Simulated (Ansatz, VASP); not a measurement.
Ta2B2O in VASP and in Ansatz

INCAR

```
ALGO = Normal
EDIFF = 1E-6
ENCUT = 520
GGA = PE
ISIF = 2
ISMEAR = 0
ISPIN = 2
LASPH = True
LCHARG = False
LMAXMIX = 4
LORBIT = 11
LREAL = False
LWAVE = False
MAGMOM = 1 1 0 0 0
NBANDS = 29
NELM = 150
PREC = Accurate
SIGMA = 0.1
```

KPOINTS

```
k-points
0
Gamma
  6 6 6
```

The input POSCAR:

```
Ta2B2O
1.0
   -2.0373478799      2.0373478799      4.5906106519
    2.0373478799     -2.0373478799      4.5906106519
    2.0373478799      2.0373478799     -4.5906106519
Ta B O
2 2 1
Direct
    0.5000000000      0.0000000000      0.5000000000
    0.0000000000      0.5000000000      0.5000000000
    0.7500000000      0.2500000000      0.5000000000
    0.2500000000      0.7500000000      0.5000000000
    0.5000000000      0.5000000000      0.0000000000
```

Input for Ansatz:

```yaml
crystal:
  lattice:
    - [-2.0373478799, 2.0373478799, 4.5906106519]
    - [2.0373478799, -2.0373478799, 4.5906106519]
    - [2.0373478799, 2.0373478799, -4.5906106519]
  atoms:
    - { symbol: Ta, position: [0.5, 0.0, 0.5], spin: 1.0 }
    - { symbol: Ta, position: [0.0, 0.5, 0.5], spin: 1.0 }
    - { symbol: B, position: [0.75, 0.25, 0.5] }
    - { symbol: B, position: [0.25, 0.75, 0.5] }
    - { symbol: O, position: [0.5, 0.5, 0.0] }
basis:
  ecutwfc: 420
kpoints:
  mp_grid: { grid: [6, 6, 6] }
hamiltonian:
  xc: pbe
scf:
  occupations: { method: gaussian, width: 0.1 }
  lower_state_search: "off"
output:
  forces: true
  stress: true
  eigenvalues: true
  populations: true
magnetization:
  spin_polarized: true
```

Alike in both runs: task single point; functional PBE; k mesh 6 × 6 × 6; occupations gaussian, width 0.1 eV; collinear spin.

|  | VASP | Ansatz |
| --- | --- | --- |
| version | VASP 6.6.1 | Ansatz 0.2.0 |
| potentials or method | VASP PAW PBE potentials, release 64 (Ta_pv, B, O), cutoff 520 eV | scalar-relativistic, plane waves, PAW |
| valence electrons in the cell | 34 | 38 |

```tsv
	VASP	Ansatz	Ansatz less VASP
gap on the k mesh at the Fermi level (eV)	none	none	-
pressure (GPa)	0.3	0.1	-0.21
traceless stress, the component that is largest in VASP (GPa)	-0.23	-0.06	+0.180
net moment per atom (μB)	0.00	0.00	0.000
```

A gap of «none» marks a metal or a gap that the smearing closes. VASP's potentials hold 34 valence electrons a cell and Ansatz's 38, so a difference there can come from the potentials and not from the codes. Ansatz's warnings: seeded moment not kept.

The k mesh is coarse, so the values compare programs but aren't converged. Neither program's run includes spin-orbit coupling.
